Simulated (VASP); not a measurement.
Wanted: the native input for a VASP 6.6.1 run.

```yaml
Task: single point
Functional: PBEsol
Potentials_or_basis: VASP PAW PBE potentials, release 64 (Y_sv, Al, N)
Cutoff: 520 eV
k_mesh: 4 × 4 × 4
Occupations: gaussian, width 0.1 eV
Spin: no spin polarisation
Dipole_correction: no
Further_INCAR_settings: LREAL = Auto; ALGO = Normal; EDIFF = 1e-06; NBANDS = 54
```

The structure of YAl3N4 (k3) lies in POSCAR:

```
YAl3N4
1.0
    5.0108494977     -2.8773113872      0.0052007574
   -3.4054819584     -0.1029528216     -4.6832454416
    3.5073222697      6.0434525314      0.0484252799
Y Al N
2 6 8
Direct
    0.3204210174      0.0085206256     -0.0124129830
    0.9295789826      0.4914793744      0.1374129830
    0.8329464900     -0.0169648708      0.2543308221
    0.3555544498      0.0775932287      0.5149006694
    0.8220408084     -0.0476304217      0.7310129665
    0.4279591916      0.5476304217      0.3939870335
    0.8944455502      0.4224067713      0.6100993306
    0.4170535100      0.5169648708      0.8706691779
    0.5513550269      0.5318702361      0.1397190931
    0.0632636202      0.4156794863      0.3909038224
    0.6100881083      0.5127377936      0.6120366788
    0.0951284676      0.5308964437      0.8562141949
    0.6986449731     -0.0318702361     -0.0147190931
    0.1548715324     -0.0308964437      0.2687858051
    0.6399118917     -0.0127377936      0.5129633212
    0.1867363798      0.0843205137      0.7340961776
```

The input as run:

INCAR

```
PREC = Accurate
ENCUT = 520
EDIFF = 1E-6
ISMEAR = 0
SIGMA = 0.1
LREAL = Auto
LASPH = True
NELM = 100
ALGO = Normal
ISIF = 2
LWAVE = False
LCHARG = False
GGA = PS
NBANDS = 54
```

KPOINTS

```
regular mesh
0
Gamma
  4 4 4
```

Potentials or basis: VASP PAW PBE potentials, release 64 (Y_sv, Al, N).

The run is started by

```sh
$ cat potpaw_PBE.64/Y_sv/POTCAR potpaw_PBE.64/Al/POTCAR potpaw_PBE.64/N/POTCAR > POTCAR
$ mpirun -np 1 vasp_std > vasp.out
```

Results of the run:

```json
{
 "Pressure": "0.0 GPa",
 "Largest force": "0.060 eV/Å",
 "Band gap on the k mesh": "2.39 eV, direct"
}
```

Caveat: the PAW data sets were made with another functional, which shifts forces and pressure a little.

It took 7.5 min on 1 thread of Intel(R) Xeon(R) Platinum 8559C (Emerald Rapids), with other jobs on the host, peak memory 0.48 GiB.
